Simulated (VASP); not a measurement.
# Nb2Sn2S (Fmmm) in VASP: further runs

The runs below take Nb2Sn2S through single point, with PBE.

Everything below comes from runs of VASP 6.6.1. Logs are shortened: lines on timing, memory, paths and dates and some standing lists are left out, and cuts for length are marked.

**1. The cell of the first run**

Symmetry: Fmmm, No. 69, orthorhombic system. The conventional cell has a = 6.338 Å, b = 6.354 Å, c = 11.752 Å, α = 90.00°, β = 90.00°, γ = 90.00°. Within 3.7 Å of Nb (site symmetry 222) lie 4 Sn at 2.78 Å and 4 Nb at 3.17 to 3.18 Å and 4 S at 3.70 Å. Within 3.5 Å of Sn (site symmetry mm2) lie 1 Sn at 2.60 Å and 4 Nb at 2.78 Å and 4 S at 3.42 to 3.43 Å. S (site symmetry mmm) has 10 Sn at 3.42 to 4.58 Å and 8 Nb at 3.70 Å and 4 S at 4.49 Å within 4.6 Å.

The cell was generated, and may not be a known phase.

**2. Single point, PBE**

INCAR

```
PREC = Accurate ; ENCUT = 520
EDIFF = 1E-7 ; ISMEAR = 0
SIGMA = 0.1 ; LREAL = F
LASPH = T ; NELM = 80
ALGO = Normal ; ISIF = 2
LWAVE = F ; LCHARG = F
GGA = PE ; NBANDS = 38
```

KPOINTS

```
Automatic mesh
0
Gamma
  4 4 4
```

POSCAR

```
Nb2Sn2S
1.0
    0.0000000000      3.1767692500      5.8761133900
    3.1687750200      0.0000000000      5.8761133900
    3.1687750200      3.1767692500      0.0000000000
Nb Sn S
2 2 1
Direct
    0.2500000000      0.2500000000      0.2500000000
    0.7500000000      0.7500000000      0.7500000000
    0.6105442600      0.6105442600      0.3894557400
    0.3894557400      0.3894557400      0.6105442600
    0.0000000000      0.0000000000      0.0000000000
```

Potentials or basis: VASP PAW PBE potentials, release 64 (Nb_sv, Sn_d, S).

Started as:

```bash
cat potpaw_PBE.64/Nb_sv/POTCAR potpaw_PBE.64/Sn_d/POTCAR potpaw_PBE.64/S/POTCAR > POTCAR
mpirun -np 1 vasp_std > vasp.out
```

OUTCAR:

```text
PREC = Accurate
   ENCUT = 520
   EDIFF = 1E-7
   ISMEAR = 0
   LREAL = F
   LASPH = T
   NELM = 80
   ISIF = 2
   GGA = PE

 ion  position               nearest neighbor table
   1  0.250  0.250  0.250-   4 2.78   4 2.78   3 2.78   3 2.78
   2  0.750  0.750  0.750-   3 2.78   3 2.78   4 2.78   4 2.78
   3  0.611  0.611  0.389-   4 2.60   2 2.78   2 2.78   1 2.78   1 2.78
   4  0.389  0.389  0.611-   3 2.60   1 2.78   1 2.78   2 2.78   2 2.78
   5  0.000  0.000  0.000-

  LATTYP: Found a face centered orthorhombic cell.
 ALAT       =     6.3375500400
 B/A-ratio  =     1.0025228140
 C/A-ratio  =     1.8543801163

  Lattice vectors:

 A1 = (   0.0000000000,   3.1767692500,   5.8761133900)
 A2 = (   3.1687750200,   0.0000000000,   5.8761133900)
 A3 = (   3.1687750200,   3.1767692500,   0.0000000000)

Analysis of symmetry for initial positions (statically):
=====================================================================
 Subroutine PRICEL returns:
 Original cell was already a primitive cell.

 Routine SETGRP: Setting up the symmetry group for a
 face centered orthorhombic supercell.

 Subroutine GETGRP returns: Found  8 space group operations
 (whereof  8 operations were pure point group operations)
 out of a pool of  8 trial point group operations.

The static configuration has the point symmetry D_2h.

Analysis of symmetry for dynamics (positions and initial velocities):
=====================================================================
 Subroutine PRICEL returns:
 Original cell was already a primitive cell.

 Routine SETGRP: Setting up the symmetry group for a
 face centered orthorhombic supercell.

 Subroutine GETGRP returns: Found  8 space group operations
 (whereof  8 operations were pure point group operations)
 out of a pool of  8 trial point group operations.

The dynamic configuration has the point symmetry D_2h.

 Subroutine INISYM returns: Found  8 space group operations
 (whereof  8 operations are pure point group operations),
 and found     1 'primitive' translations

----------------------------------------------------------------------------------------

                                     Primitive cell

  volume of cell :     118.3034

  direct lattice vectors                    reciprocal lattice vectors
     0.000000000  3.176769250  5.876113390    -0.157789681  0.157392609  0.085090257
     3.168775020  0.000000000  5.876113390     0.157789681 -0.157392609  0.085090257
     3.168775020  3.176769250  0.000000000     0.157789681  0.157392609 -0.085090257

  length of vectors
     6.679863130  6.676064986  4.486980944     0.238558942  0.238558942  0.238558942

  position of ions in fractional coordinates (direct lattice)
     0.250000000  0.250000000  0.250000000
     0.750000000  0.750000000  0.750000000
     0.610544260  0.610544260  0.389455740
     0.389455740  0.389455740  0.610544260
     0.000000000  0.000000000  0.000000000

  ion indices of the primitive-cell ions
   primitive index   ion index
                 1           1
                 2           2
                 3           3
                 4           4
                 5           5

----------------------------------------------------------------------------------------

 KPOINTS: Automatic mesh

Automatic generation of k-mesh.
 Grid dimensions read from file:
 generate k-points for:    4    4    4

 Generating k-lattice:

  Cartesian coordinates                     Fractional coordinates (reciprocal lattice)
    -0.039447420  0.039348152  0.021272564     0.250000000  0.000000000  0.000000000
     0.039447420 -0.039348152  0.021272564     0.000000000  0.250000000 -0.000000000
     0.039447420  0.039348152 -0.021272564    -0.000000000 -0.000000000  0.250000000

  Length of vectors
     0.059639735  0.059639735  0.059639735

  Shift w.r.t. Gamma in fractional coordinates (k-lattice)
     0.000000000  0.000000000  0.000000000

 Subroutine IBZKPT returns following result:
 ===========================================

 Found     18 irreducible k-points:

 Following reciprocal coordinates:
            Coordinates               Weight
  0.000000  0.000000  0.000000      1.000000
  0.250000  0.000000  0.000000      8.000000
  0.500000  0.000000  0.000000      4.000000
  0.250000  0.250000  0.000000      2.000000
  0.500000  0.250000  0.000000      8.000000
 -0.250000  0.250000  0.000000      4.000000
[... 10 lines left out ...]
 -0.250000  0.250000  0.500000      2.000000
  0.000000  0.500000  0.500000      1.000000
   k-points           NKPTS =     18   k-points in BZ     NKDIM =     18   number of bands    NBANDS=     38
   number of dos      NEDOS =    301   number of ions     NIONS =      5
   total plane-waves  NPLWV =  90000
   dimension x,y,z NGX =    50 NGY =   50 NGZ =   36
   dimension x,y,z NGXF=   100 NGYF=  100 NGZF=   72
   ions per type =               2   2   1
   NGX,Y,Z   is equivalent  to a cutoff of  12.44, 12.45, 13.34 a.u.
   NGXF,Y,Z  is equivalent  to a cutoff of  24.89, 24.90, 26.68 a.u.
 SYSTEM =  unknown system
   PREC   = accura    normal or accurate (medium, high low for compatibility)
   ISTART =      0    job   : 0-new  1-cont  2-samecut
   ICHARG =      2    charge: 1-file 2-atom 10-const
   ISPIN  =      1    spin polarized calculation?
   LNONCOLLINEAR =      F non collinear calculations
   LSORBIT =      F    spin-orbit coupling
   LASPH  =      T    aspherical Exc in radial PAW
   ENCUT  =  520.0 eV  38.22 Ry    6.18 a.u.  12.42 12.41  8.34*2*pi/ulx,y,z
   NELM   =     80;   NELMIN=  2; NELMDL= -5     # of ELM steps
   EDIFF  = 0.1E-06   stopping-criterion for ELM
   LREAL  =      F    real-space projection
   EDIFFG = 0.1E-05   stopping-criterion for IOM
   NSW    =      0    number of steps for IOM
   IBRION =     -1    ionic relax: 0-MD 1-quasi-New 2-CG
   NFREE  =      0    steps in history (QN), initial steepest desc. (CG)
   ISIF   =      2    stress and relaxation
   ISYM   =      2    0-nonsym 1-usesym 2-fastsym
   POTIM  = 0.5000    time-step for ionic-motion
   TEBEG  =    0.0;   TEEND  =   0.0 temperature during run
   PSTRESS=    0.0 pullay stress
   NELECT =      60.0000    total number of electrons
   NUPDOWN=      -1.0000    fix difference up-down
   EMIN   =  10.00;   EMAX   =-10.00  energy-range for DOS
   EFERMI =   0.00;   METHOD = LEGACY
   ISMEAR =     0;   SIGMA  =   0.10  broadening in eV -4-tet -1-fermi 0-gaus
   EFERMI_NEDOS =   21; number of points for ismear=-14 and -15
   IALGO  =     38    algorithm
   IMIX   =      4    mixing-type and parameters
     AMIX     =   0.40;   BMIX     =  1.00
     AMIX_MAG =   1.60;   BMIX_MAG =  1.00
  volume/ion in A,a.u.               =      23.66       159.67
  Fermi-wavevector in a.u.,A,eV,Ry     =   1.305548  2.467128 23.190525  1.704456
  Thomas-Fermi vector in A             =   2.436410
   LORBIT       =      0    0 simple, 1 ext, 2 COOP (PROOUT), +10 PAW based schemes
   GGA     = PE    functional components
   LHFCALC =     F    Hartree Fock is set to
   AEXX    =    0.0000 exact exchange contribution
   IVDW    =     0    specifies the selected vdW correction
   LEPSILON=     F    determine dielectric tensor
   LRPA    =     F    only Hartree local field effects (RPA)
 non-spin polarized calculation
 Gauss-broadening in eV      SIGMA  =   0.10
  energy-cutoff  :      520.00
  volume of cell :      118.30
 maximum number of plane-waves:      3210
 NGX is ok and might be reduce to    50
   NGX = 25   NGY = 25   NGZ = 17

 number of electron      59.9999997 magnetization

 Free energy of the ion-electron system (eV)
  ---------------------------------------------------
  ext. energy  EPLUGINS =         0.00000000
  ---------------------------------------------------
  free energy    TOTEN  =       -28.04274305 eV

  energy without entropy =      -28.00851891  energy(sigma->0) =      -28.02563098

 E-fermi :   7.4010     XC(G=0): -10.5639

 val. band max:        7.3993061806   @ k =   0.5000   0.0000   0.0000
 cond. band min:       7.4147138844   @ k =   0.0000   0.2500   0.2500
 fundamental gap:      0.0154077038
 Fermi energy:         7.4009800234

 k-point     1 :       0.0000    0.0000    0.0000
  band No.  band energies     occupation
      1     -47.5917      2.00000
      2     -47.5306      2.00000
      3     -23.7872      2.00000
      4     -23.7519      2.00000
      5     -23.7484      2.00000
      6     -23.7092      2.00000
[... 30 lines left out ...]
     37      11.3536      0.00000
     38      11.3699      0.00000

 k-point     2 :       0.2500    0.0000    0.0000
  band No.  band energies     occupation
      1     -47.5827      2.00000
      2     -47.5395      2.00000
      3     -23.7752      2.00000
      4     -23.7200      2.00000
      5     -23.7076      2.00000
      6     -23.7036      2.00000
[... 30 lines left out ...]
     37      10.9012      0.00000
     38      11.1271      0.00000

 k-point     3 :       0.5000    0.0000    0.0000
  band No.  band energies     occupation
      1     -47.5610      2.00000
      2     -47.5610      2.00000
      3     -23.7470      2.00000
      4     -23.7469      2.00000
      5     -23.5979      2.00000
      6     -23.5978      2.00000
[... 30 lines left out ...]
     37      10.6608      0.00000
     38      11.7196      0.00000

 k-point     4 :       0.2500    0.2500    0.0000
  band No.  band energies     occupation
      1     -47.5917      2.00000
      2     -47.5306      2.00000
      3     -23.7873      2.00000
      4     -23.7520      2.00000
      5     -23.7485      2.00000
      6     -23.7091      2.00000
[... 30 lines left out ...]
     37      11.3515      0.00000
     38      12.1283      0.00000
[... 457 lines left out ...]
      4     -23.7946      2.00000
      5     -23.7458      2.00000
      6     -23.7449      2.00000
[... 30 lines left out ...]
     37      10.3323      0.00000
     38      11.6093      0.00000

 k-point    17 :      -0.2500    0.2500    0.5000
  band No.  band energies     occupation
      1     -47.5612      2.00000
      2     -47.5603      2.00000
      3     -23.7969      2.00000
      4     -23.7945      2.00000
      5     -23.7459      2.00000
      6     -23.7449      2.00000
[... 30 lines left out ...]
     37       9.8269      0.00000
     38      11.6204      0.00000

 k-point    18 :       0.0000    0.5000    0.5000
  band No.  band energies     occupation
      1     -47.5612      2.00000
      2     -47.5603      2.00000
      3     -23.7970      2.00000
      4     -23.7944      2.00000
      5     -23.7460      2.00000
      6     -23.7448      2.00000
[... 30 lines left out ...]
     37      10.3157      0.00000
     38      11.6117      0.00000

------------------------ aborting loop because EDIFF is reached ----------------------------------------

  FORCE on cell =-STRESS in cart. coord.  units (eV):
  Direction    XX          YY          ZZ          XY          YZ          ZX
  --------------------------------------------------------------------------------------
  -------------------------------------------------------------------------------------
  Total        0.1603350      0.2656789      4.6046516     -0.0000000      0.0000000      0.0000000
  in kB        2.1714089      3.5980766     62.3605764     -0.0000000      0.0000000      0.0000000
  external PRESSURE =      22.7100207 kB  Pullay stress =       0.0000000 kB

 VOLUME and BASIS-vectors are now :
 -----------------------------------------------------------------------------
  energy-cutoff  :      520.00
  volume of cell :      118.30
      direct lattice vectors                 reciprocal lattice vectors
     0.000000000  3.176769250  5.876113390    -0.157789681  0.157392609  0.085090257
     3.168775020  0.000000000  5.876113390     0.157789681 -0.157392609  0.085090257
     3.168775020  3.176769250  0.000000000     0.157789681  0.157392609 -0.085090257

 POSITION                                       TOTAL-FORCE (eV/Angst)
 -----------------------------------------------------------------------------------
      1.58439      1.58838      2.93806        -0.000000      0.000000      0.000000
      4.75316      4.76515      8.81417         0.000000      0.000000      0.000000
      3.16878      3.17677      7.17525        -0.000000     -0.000000      0.383374
      3.16878      3.17677      4.57697        -0.000000     -0.000000     -0.383374
      0.00000      0.00000      0.00000        -0.000000     -0.000000      0.000000
 -----------------------------------------------------------------------------------
    total drift:                                0.000000      0.000000     -0.000000

  FREE ENERGIE OF THE ION-ELECTRON SYSTEM (eV)
  ---------------------------------------------------
  free  energy   TOTEN  =       -28.0427430524 eV

  energy  without entropy=      -28.0085189108  energy(sigma->0) =      -28.02563098
```

Run time: 90 s. Hardware: 1 thread of Intel Xeon Platinum 8488C (Sapphire Rapids), shared host; peak memory 0.32 GiB.

What came out:

- Free energy: -28.0427 eV
- Pressure: 2.3 GPa
- Largest force: 0.383 eV/Å
- Band gap on the k mesh: zero (bands 30 and 31 overlap by 0.37 eV)

Forces in eV/Å, atoms in the order of the input:
```
Nb   0.000  0.000  0.000
Nb   0.000  0.000  0.000
Sn   0.000  0.000  0.383
Sn   0.000  0.000 -0.383
S    0.000  0.000  0.000
```

Stress tensor (GPa, compression positive):
```
0.22 0.00 0.00
0.00 0.36 0.00
0.00 0.00 6.24
```

Levels at points of the mesh, in eV from the Fermi level:
```tsv
k point	band 28	band 29	band 30	band 31	band 32	band 33
(0.00, 0.00, 0.00)	-0.36	0.24	0.25	0.67	0.92	1.02
(0.50, 0.00, 0.00)	-0.79	-0.71	0.00	0.07	0.35	0.48
(0.50, 0.50, 0.00)	-1.71	-0.70	0.25	0.28	0.49	1.83
(0.50, 0.00, 0.50)	-0.42	-0.21	-0.14	0.28	0.81	1.33
(0.00, 0.50, 0.50)	-0.43	-0.19	-0.12	0.25	0.82	1.31
```

Caveat: the k points lie up to 0.37 Å⁻¹ apart; spin-orbit coupling is left out, which moves the levels of the heavy elements.

**3. Single point, PBE**

This run uses another cell than the first one, of 22.25 Å³/atom.

INCAR

```
SYSTEM = Nb2Sn2S
PREC = Accurate ; ENCUT = 520
EDIFF = 1E-7 ; ISMEAR = 0
SIGMA = 0.1 ; LREAL = .False.
LASPH = .True. ; NELM = 60
ALGO = Normal ; ISIF = 2
LWAVE = .False. ; LCHARG = .False.
GGA = PE ; NBANDS = 38
```

KPOINTS

```
Automatic mesh
0
Gamma
  10 10 10
  0 0 0
```

POSCAR

```
Nb2Sn2S
1.0
    0.0000000000      2.6261429639      8.0744123844
    2.6233414591      0.0000000000      8.0744123844
    2.6233414591      2.6261429639      0.0000000000
Nb Sn S
2 2 1
Direct
    0.2500000000      0.2500000000      0.2500000000
    0.7500000000      0.7500000000      0.7500000000
    0.5970723109      0.5970723109      0.4029276891
    0.4029276891      0.4029276891      0.5970723109
    0.0000000000      0.0000000000      0.0000000000
```

Potentials or basis: VASP PAW PBE potentials, release 64 (Nb_sv, Sn_d, S).

Started as:

```bash
cat potpaw_PBE.64/Nb_sv/POTCAR potpaw_PBE.64/Sn_d/POTCAR potpaw_PBE.64/S/POTCAR > POTCAR
mpirun -np 1 vasp_std > vasp.out
```

It took 15 min on 1 thread of Intel Xeon Platinum 8488C (Sapphire Rapids), shared host; peak memory 0.79 GiB.

It converged, with:

| Item | Value |
| --- | --- |
| Free energy | -29.9076 eV |
| Pressure | -0.1 GPa |
| Largest force | 0.008 eV/Å |
| Band gap on the k mesh | zero (bands 30 and 31 overlap by 0.89 eV) |

Forces in eV/Å, atoms in the order of the input:
```
Nb   0.000  0.000  0.000
Nb   0.000  0.000  0.000
Sn   0.000  0.000  0.008
Sn   0.000  0.000 -0.008
S    0.000  0.000  0.000
```

Levels at points of the mesh, in eV from the Fermi level:
| k point | band 26 | band 27 | band 28 | band 29 | band 30 | band 31 | band 32 | band 33 | band 34 | band 35 |
| --- | --- | --- | --- | --- | --- | --- | --- | --- | --- | --- |
| (0.00, 0.00, 0.00) | -2.53 | -1.77 | -1.43 | -1.07 | -1.06 | 1.85 | 2.54 | 2.54 | 2.81 | 3.66 |
| (0.50, 0.00, 0.00) | -1.30 | -1.05 | -0.35 | 0.11 | 0.28 | 0.36 | 0.71 | 0.73 | 1.07 | 1.94 |
| (0.50, 0.50, 0.00) | -2.37 | -1.84 | -1.42 | -1.40 | -1.39 | 1.65 | 1.79 | 3.12 | 3.14 | 4.27 |
| (0.50, 0.00, 0.50) | -2.54 | -2.05 | -1.60 | -1.26 | -1.09 | -0.53 | 0.17 | 1.34 | 2.07 | 2.11 |
| (0.00, 0.50, 0.50) | -2.54 | -2.04 | -1.61 | -1.26 | -1.08 | -0.52 | 0.18 | 1.33 | 2.06 | 2.14 |

Caveat: spin-orbit coupling is left out, which moves the levels of the heavy elements.
